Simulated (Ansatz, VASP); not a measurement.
# NaI in VASP and in Ansatz

```
I Na
1.0
     0.00000    3.27899    3.27899
     3.27899    0.00000    3.27899
     3.27899    3.27899    0.00000
I Na
1 1
Direct
  0.50000 0.50000 0.50000
  0.00000 0.00000 0.00000
```

Alike in both runs: task single point; functional HSE06; k mesh 4 × 4 × 4; occupations fermi-dirac, width 0.05 eV; no spin polarisation.

|  | VASP | Ansatz |
| --- | --- | --- |
| version | VASP 6.6.1 | Ansatz 0.2.0 |
| potentials or method | VASP PAW PBE potentials, release 64 (I, Na_pv) | Ansatz PAW |
| plane-wave cutoff (eV) | 520 | 420 |
| valence electrons in the cell | 14 | 26 |

VASP gave:

| Item | Value |
| --- | --- |
| gap on the k mesh at the Fermi level (eV) | 4.55 |
| least direct gap on the mesh (eV) | 4.55 |
| pressure (GPa) | -0.4 |

Problem. Estimate Ansatz's values.

Solution. gap on the k mesh at the Fermi level (eV): 4.57; least direct gap on the mesh (eV): 4.57; pressure (GPa): -0.4.

The functional is the same, so the differences come from potentials, cutoffs and numerics. VASP's potentials hold 14 valence electrons a cell and Ansatz's 26, so a difference there can come from the potentials and not from the codes.

Spin-orbit coupling is off throughout.
